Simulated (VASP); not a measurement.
# SiNi2 (Pnma) in VASP: notebook

SiNi2 is run at these levels: PBEsol; tasks: single point.

Program: VASP 6.6.1. These are calculated values, not measurements. Logs are shortened: lines on timing, memory, paths and dates and some standing lists are left out, and cuts for length are marked.

## 1. The cell of the first run

The structure is orthorhombic, space group Pnma (No. 62). Conventional cell: a = 6.606 Å, b = 2.631 Å, c = 7.429 Å, α = 90.00°, β = 90.00°, γ = 90.00°. Within 3.0 Å of Si (site symmetry m) lie 9 Ni at 2.24 to 2.48 Å and 2 Si at 2.63 Å. Within 3.2 Å of Ni (site symmetry m) lie 5 Si at 2.41 to 2.48 Å and 8 Ni at 2.56 to 2.64 Å. Ni (site symmetry m) has 4 Si at 2.24 to 2.38 Å and 8 Ni at 2.48 to 2.63 Å within 3.0 Å.

## 2. Single point, PBEsol

INCAR reads:

```
PREC     = Accurate       # precision mode
ENCUT    = 520            # plane-wave cutoff, eV
EDIFF    = 1E-6           # SCF threshold, eV
ISMEAR   = 0              # smearing method
SIGMA    = 0.1            # smearing width, eV
LREAL    = False          # projectors in reciprocal space
LASPH    = True           # aspherical terms in the spheres
NELM     = 80             # most SCF steps
ALGO     = Fast           # electronic algorithm
ISIF     = 2              # what is computed and relaxed
LWAVE    = False          # write WAVECAR
LCHARG   = False          # write CHGCAR
GGA      = PS             # functional
NBANDS   = 60             # bands
```

KPOINTS reads:

```
regular mesh
0
Gamma
  8 16 6
```

POSCAR reads:

```
SiNi2
1.0
    6.6063167880      0.0000000000      0.0000000000
    0.0000000000      2.6314400933      0.0000000000
    0.0000000000      0.0000000000      7.4286716005
Si Ni
4 8
Direct
    0.2460197474      0.7500000000      0.6268186762
    0.7539802526      0.2500000000      0.3731813238
    0.2539802526      0.2500000000      0.1268186762
    0.7460197474      0.7500000000      0.8731813238
    0.9438398632      0.7500000000      0.1455850086
    0.0561601368      0.2500000000      0.8544149914
    0.5561601368      0.2500000000      0.6455850086
    0.4438398632      0.7500000000      0.3544149914
    0.8871797139      0.7500000000      0.5993425438
    0.1128202861      0.2500000000      0.4006574562
    0.6128202861      0.2500000000      0.0993425438
    0.3871797139      0.7500000000      0.9006574562
```

Potentials or basis: VASP PAW PBE potentials, release 64 (Si, Ni).

On the command line:

```
cat potpaw_PBE.64/Si/POTCAR potpaw_PBE.64/Ni/POTCAR > POTCAR
mpirun -np 1 vasp_std > vasp.out
```

OUTCAR:

```text
PREC = Accurate
   ENCUT = 520
   EDIFF = 1E-6
   ISMEAR = 0
   LREAL = False
   LASPH = True
   NELM = 80
   ISIF = 2
   GGA = PS

 ion  position               nearest neighbor table
   1  0.246  0.750  0.627-  12 2.24  10 2.31  10 2.31   9 2.38   8 2.41   7 2.44   7 2.44   6 2.48
                             6 2.48
   2  0.754  0.250  0.373-  11 2.24   9 2.31   9 2.31  10 2.38   7 2.41   8 2.44   8 2.44   5 2.48
                             5 2.48
   3  0.254  0.250  0.127-  10 2.24  12 2.31  12 2.31  11 2.38   6 2.41   5 2.44   5 2.44   8 2.48
                             8 2.48
   4  0.746  0.750  0.873-   9 2.24  11 2.31  11 2.31  12 2.38   5 2.41   6 2.44   6 2.44   7 2.48
                             7 2.48
   5  0.944  0.750  0.146-   4 2.41   3 2.44   3 2.44   2 2.48   2 2.48  10 2.56  10 2.56  11 2.58
                            11 2.58   6 2.64   6 2.64
   6  0.056  0.250  0.854-   3 2.41   4 2.44   4 2.44   1 2.48   1 2.48   9 2.56   9 2.56  12 2.58
                            12 2.58   5 2.64   5 2.64
   7  0.556  0.250  0.646-   2 2.41   1 2.44   1 2.44   4 2.48   4 2.48  12 2.56  12 2.56   9 2.58
                             9 2.58   8 2.64   8 2.64
   8  0.444  0.750  0.354-   1 2.41   2 2.44   2 2.44   3 2.48   3 2.48  11 2.56  11 2.56  10 2.58
                            10 2.58   7 2.64   7 2.64
   9  0.887  0.750  0.599-   4 2.24   2 2.31   2 2.31   1 2.38  10 2.48  10 2.48   6 2.56   6 2.56
                             7 2.58   7 2.58
  10  0.113  0.250  0.401-   3 2.24   1 2.31   1 2.31   2 2.38   9 2.48   9 2.48   5 2.56   5 2.56
                             8 2.58   8 2.58
  11  0.613  0.250  0.099-   2 2.24   4 2.31   4 2.31   3 2.38  12 2.48  12 2.48   8 2.56   8 2.56
                             5 2.58   5 2.58
  12  0.387  0.750  0.901-   1 2.24   3 2.31   3 2.31   4 2.38  11 2.48  11 2.48   7 2.56   7 2.56
                             6 2.58   6 2.58

  LATTYP: Found a simple orthorhombic cell.
 ALAT       =     2.6314400933
 B/A-ratio  =     2.5105328466
 C/A-ratio  =     2.8230441648

  Lattice vectors:

 A1 = (   0.0000000000,  -2.6314400933,   0.0000000000)
 A2 = (   6.6063167880,   0.0000000000,   0.0000000000)
 A3 = (   0.0000000000,   0.0000000000,   7.4286716005)

Analysis of symmetry for initial positions (statically):
=====================================================================
 Subroutine PRICEL returns:
 Original cell was already a primitive cell.

 Routine SETGRP: Setting up the symmetry group for a
 simple orthorhombic supercell.

 Subroutine GETGRP returns: Found  8 space group operations
 (whereof  2 operations were pure point group operations)
 out of a pool of  8 trial point group operations.
[... 147 lines left out ...]
   PSTRESS=    0.0 pullay stress
   NELECT =      96.0000    total number of electrons
   NUPDOWN=      -1.0000    fix difference up-down
   EMIN   =  10.00;   EMAX   =-10.00  energy-range for DOS
   EFERMI =   0.00;   METHOD = LEGACY
   ISMEAR =     0;   SIGMA  =   0.10  broadening in eV -4-tet -1-fermi 0-gaus
   EFERMI_NEDOS =   21; number of points for ismear=-14 and -15
   IALGO  =     68    algorithm
   IMIX   =      4    mixing-type and parameters
     AMIX     =   0.40;   BMIX     =  1.00
     AMIX_MAG =   1.60;   BMIX_MAG =  1.00
  volume/ion in A,a.u.               =      10.76        72.62
  Fermi-wavevector in a.u.,A,eV,Ry     =   1.483009  2.802481 29.923522  2.199317
  Thomas-Fermi vector in A             =   2.596724
   LORBIT       =      0    0 simple, 1 ext, 2 COOP (PROOUT), +10 PAW based schemes
   GGA     = PS    functional components
   LHFCALC =     F    Hartree Fock is set to
   AEXX    =    0.0000 exact exchange contribution
   IVDW    =     0    specifies the selected vdW correction
   LEPSILON=     F    determine dielectric tensor
   LRPA    =     F    only Hartree local field effects (RPA)
 non-spin polarized calculation
 RMM-DIIS sequential band-by-band and
 Gauss-broadening in eV      SIGMA  =   0.10
  energy-cutoff  :      520.00
  volume of cell :      129.14
 maximum number of plane-waves:      3516
 NGX is ok and might be reduce to    50
   NGX = 25   NGY =  9   NGZ = 27

 number of electron      95.9999973 magnetization

 Free energy of the ion-electron system (eV)
  ---------------------------------------------------
  ext. energy  EPLUGINS =         0.00000000
  ---------------------------------------------------
  free energy    TOTEN  =       -79.33867078 eV

  energy without entropy =      -79.30956992  energy(sigma->0) =      -79.32412035

 E-fermi :  11.0013     XC(G=0): -13.1386

 val. band max:       11.0004368168   @ k =   0.3750   0.1875   0.5000
 cond. band min:      11.0071068191   @ k =   0.1250   0.4375   0.1667
 fundamental gap:      0.0066700023
 Fermi energy:        11.0012590376

 k-point     1 :       0.0000    0.0000    0.0000
  band No.  band energies     occupation
      1      -1.6738      2.00000
      2       0.3658      2.00000
      3       0.3936      2.00000
      4       0.3964      2.00000
      5       3.0824      2.00000
      6       3.8905      2.00000
[... 1501 lines left out ...]
     59      15.6294      0.00000
     60      15.8972      0.00000

 [... further k-points ...]
[... 5 lines left out ...]
  --------------------------------------------------------------------------------------
  -------------------------------------------------------------------------------------
  Total       -5.4445571      0.2079489      0.2472772      0.0000000      0.0000000      0.0000000
  in kB      -67.5474710      2.5799014      3.0678256      0.0000000      0.0000000      0.0000000
  external PRESSURE =     -20.6332480 kB  Pullay stress =       0.0000000 kB

 VOLUME and BASIS-vectors are now :
 -----------------------------------------------------------------------------
  energy-cutoff  :      520.00
  volume of cell :      129.14
      direct lattice vectors                 reciprocal lattice vectors
     6.606316788  0.000000000  0.000000000     0.151370277  0.000000000  0.000000000
     0.000000000  2.631440093  0.000000000     0.000000000  0.380020052  0.000000000
     0.000000000  0.000000000  7.428671601     0.000000000  0.000000000  0.134613569

 POSITION                                       TOTAL-FORCE (eV/Angst)
 -----------------------------------------------------------------------------------
      1.62528      1.97358      4.65643        -0.001692     -0.000000      0.004601
      4.98103      0.65786      2.77224         0.001692     -0.000000     -0.004601
      1.67787      0.65786      0.94209         0.001692     -0.000000      0.004601
      4.92844      1.97358      6.48658        -0.001692     -0.000000     -0.004601
      6.23531      1.97358      1.08150        -0.000245     -0.000000      0.003418
      0.37101      0.65786      6.34717         0.000245     -0.000000     -0.003418
      3.67417      0.65786      4.79584         0.000245     -0.000000      0.003418
      2.93215      1.97358      2.63283        -0.000245      0.000000     -0.003418
      5.86099      1.97358      4.45232         0.008286      0.000000      0.000578
      0.74533      0.65786      2.97635        -0.008286     -0.000000     -0.000578
      4.04848      0.65786      0.73798        -0.008286     -0.000000      0.000578
      2.55783      1.97358      6.69069         0.008286     -0.000000     -0.000578
 -----------------------------------------------------------------------------------
    total drift:                               -0.000000      0.000000     -0.000000

  FREE ENERGIE OF THE ION-ELECTRON SYSTEM (eV)
  ---------------------------------------------------
  free  energy   TOTEN  =       -79.3386707812 eV

  energy  without entropy=      -79.3095699219  energy(sigma->0) =      -79.32412035
```

OSZICAR:

```text
N       E                     dE             d eps       ncg     rms          rms(c)
DAV:   1     0.742620090422E+03    0.74262E+03   -0.41038E+04 21600   0.208E+03
DAV:   2    -0.907565700100E+01   -0.75170E+03   -0.72146E+03 21600   0.440E+02
DAV:   3    -0.880512741908E+02   -0.78976E+02   -0.72602E+02 22100   0.170E+02
DAV:   4    -0.913790346542E+02   -0.33278E+01   -0.32753E+01 26476   0.336E+01
DAV:   5    -0.914787827859E+02   -0.99748E-01   -0.99564E-01 26796   0.535E+00    0.361E+01
RMM:   6    -0.937546046907E+02   -0.22758E+01   -0.20625E+02 22736   0.109E+02    0.368E+01
RMM:   7    -0.795691492619E+02    0.14185E+02   -0.56914E+01 21643   0.631E+01    0.801E+00
RMM:   8    -0.822071333748E+02   -0.26380E+01   -0.63095E+00 22517   0.175E+01    0.190E+01
RMM:   9    -0.793619111747E+02    0.28452E+01   -0.38931E+00 22158   0.159E+01    0.260E+00
RMM:  10    -0.793299283613E+02    0.31983E-01   -0.32589E-01 23303   0.289E+00    0.850E-01
RMM:  11    -0.793356301480E+02   -0.57018E-02   -0.97478E-02 25878   0.148E+00    0.451E-01
RMM:  12    -0.793385686902E+02   -0.29385E-02   -0.31866E-02 30302   0.733E-01    0.298E-01
RMM:  13    -0.793387775956E+02   -0.20891E-03   -0.28327E-03 25663   0.322E-01    0.166E-01
RMM:  14    -0.793386591080E+02    0.11849E-03   -0.77364E-04 25973   0.159E-01    0.422E-02
RMM:  15    -0.793386703603E+02   -0.11252E-04   -0.17433E-04 27723   0.550E-02    0.313E-02
RMM:  16    -0.793386744029E+02   -0.40426E-05   -0.31381E-05 29582   0.247E-02    0.383E-02
RMM:  17    -0.793386715733E+02    0.28296E-05   -0.56748E-06 19527   0.100E-02    0.263E-02
RMM:  18    -0.793386707812E+02    0.79210E-06   -0.24671E-06 15731   0.716E-03
   1 F= -.79338671E+02 E0= -.79324120E+02  d E =-.291009E-01
```

stdout:

```text
POSCAR found type information on POSCAR SiNi
 POSCAR found :  2 types and      12 ions
 scaLAPACK will be used
 -----------------------------------------------------------------------------
|                                                                             |
|                                                                             |
|     You enforced a specific xc type in the INCAR file but a different       |
|     I HOPE YOU KNOW WHAT YOU ARE DOING!                                     |
|                                                                             |
 -----------------------------------------------------------------------------

 LDA part: xc-table for (Slater+PW92), standard interpolation
 POSCAR, INCAR and KPOINTS ok, starting setup
 FFT: planning ... GRIDC
 FFT: planning ... GRID_SOFT
 FFT: planning ... GRID
 WAVECAR not read
 entering main loop
```

Wall time 32 min (1 thread of Oxide Virtual Turin-like, shared host); peak memory 0.9 GiB.

Results:

```
Free energy            : -79.3387 eV
Pressure               : -2.1 GPa
Largest force          : 0.008 eV/Å
Band gap on the k mesh : zero (bands 48 and 49 overlap by 1.54 eV)
```

Forces in eV/Å, atoms in the order of the input:
```
Si  -0.002  0.000  0.005
Si   0.002  0.000 -0.005
Si   0.002  0.000  0.005
Si  -0.002  0.000 -0.005
Ni   0.000  0.000  0.003
Ni   0.000  0.000 -0.003
Ni   0.000  0.000  0.003
Ni   0.000  0.000 -0.003
Ni   0.008  0.000  0.001
Ni  -0.008  0.000 -0.001
Ni  -0.008  0.000  0.001
Ni   0.008  0.000 -0.001
```

Stress tensor (GPa, compression positive):
```
-6.75  0.00  0.00
 0.00  0.26  0.00
 0.00  0.00  0.31
```

Caveat: the PAW data sets were made with another functional, which shifts forces and pressure a little. Spin polarisation is off, so any magnetic state and its effect on volume and gap are missing.

## 3. Single point, PBEsol

INCAR reads:

```
SYSTEM = SiNi2
PREC = Accurate
ENCUT = 520
EDIFF = 1E-6
ISMEAR = 0
SIGMA = 0.1
LREAL = .False.
LASPH = .True.
NELM = 60
ALGO = Fast
ISIF = 2
LWAVE = .False.
LCHARG = .False.
GGA = PS
NBANDS = 60
```

KPOINTS reads:

```
regular mesh
0
Gamma
  8 16 6
  0 0 0
```

POSCAR reads:

```
SiNi2
1.0
    6.5920439454      0.0000000000      0.0000000000
    0.0000000000      2.6329052716      0.0000000000
    0.0000000000      0.0000000000      7.4350068288
Si Ni
4 8
Direct
    0.2459044089      0.7500000000      0.6268009290
    0.7540955911      0.2500000000      0.3731990710
    0.2540955911      0.2500000000      0.1268009290
    0.7459044089      0.7500000000      0.8731990710
    0.9440977589      0.7500000000      0.1455163052
    0.0559022411      0.2500000000      0.8544836948
    0.5559022411      0.2500000000      0.6455163052
    0.4440977589      0.7500000000      0.3544836948
    0.8871216036      0.7500000000      0.5994268443
    0.1128783964      0.2500000000      0.4005731557
    0.6128783964      0.2500000000      0.0994268443
    0.3871216036      0.7500000000      0.9005731557
```

Potentials or basis: VASP PAW PBE potentials, release 64 (Si, Ni).

On the command line:

```
cat potpaw_PBE.64/Si/POTCAR potpaw_PBE.64/Ni/POTCAR > POTCAR
mpirun -np 1 vasp_std > vasp.out
```

Run time: 48 min. Hardware: 1 thread of Oxide Virtual Turin-like, shared host; peak memory 0.91 GiB.

The run converged. Its results:

```
Free energy            : -79.3504 eV
Pressure               : -1.9 GPa
Largest force          : 0.008 eV/Å
Band gap on the k mesh : zero (bands 48 and 49 overlap by 1.55 eV)
```

Forces on the atoms (eV/Å):
```
Si  -0.002  0.000  0.004
Si   0.002  0.000 -0.004
Si   0.002  0.000  0.004
Si  -0.002  0.000 -0.004
Ni   0.000  0.000  0.005
Ni   0.000  0.000 -0.005
Ni   0.000  0.000  0.005
Ni   0.000  0.000 -0.005
Ni   0.008  0.000 -0.003
Ni  -0.008  0.000  0.003
Ni  -0.008  0.000 -0.003
Ni   0.008  0.000  0.003
```

Stress tensor (GPa, compression positive):
```
-6.30  0.00  0.00
 0.00  0.28  0.00
 0.00  0.00  0.31
```

Levels at points of the mesh, in eV from the Fermi level:
| k point | band 44 | band 45 | band 46 | band 47 | band 48 | band 49 | band 50 | band 51 | band 52 | band 53 |
| --- | --- | --- | --- | --- | --- | --- | --- | --- | --- | --- |
| (0.00, 0.00, 0.00) | -1.15 | -0.93 | -0.88 | -0.78 | -0.71 | -0.70 | -0.60 | 2.99 | 3.11 | 3.27 |
| (0.50, 0.00, 0.00) | -1.07 | -0.79 | -0.79 | -0.62 | -0.62 | -0.34 | -0.34 | 0.56 | 0.56 | 3.07 |
| (0.00, 0.50, 0.00) | -0.47 | -0.42 | -0.42 | -0.12 | -0.12 | 1.09 | 1.09 | 1.39 | 1.39 | 1.94 |
| (0.50, 0.50, 0.00) | -0.56 | -0.27 | -0.27 | -0.27 | -0.27 | 1.43 | 1.43 | 1.43 | 1.43 | 3.02 |
| (0.00, 0.00, 0.50) | -1.05 | -0.71 | -0.71 | -0.67 | -0.67 | -0.06 | -0.06 | 0.60 | 0.60 | 3.84 |
| (0.50, 0.00, 0.50) | -0.82 | -0.76 | -0.76 | -0.64 | -0.64 | -0.63 | -0.63 | -0.45 | -0.45 | 3.92 |
| (0.00, 0.50, 0.50) | -0.52 | -0.33 | -0.33 | -0.17 | -0.17 | 0.62 | 0.62 | 1.19 | 1.19 | 2.82 |
| (0.50, 0.50, 0.50) | -0.43 | -0.28 | -0.28 | -0.28 | -0.28 | 1.78 | 1.78 | 1.78 | 1.78 | 2.89 |

Caveat: the PAW data sets were made with another functional, which shifts forces and pressure a little. Spin polarisation is off, so any magnetic state and its effect on volume and gap are missing.
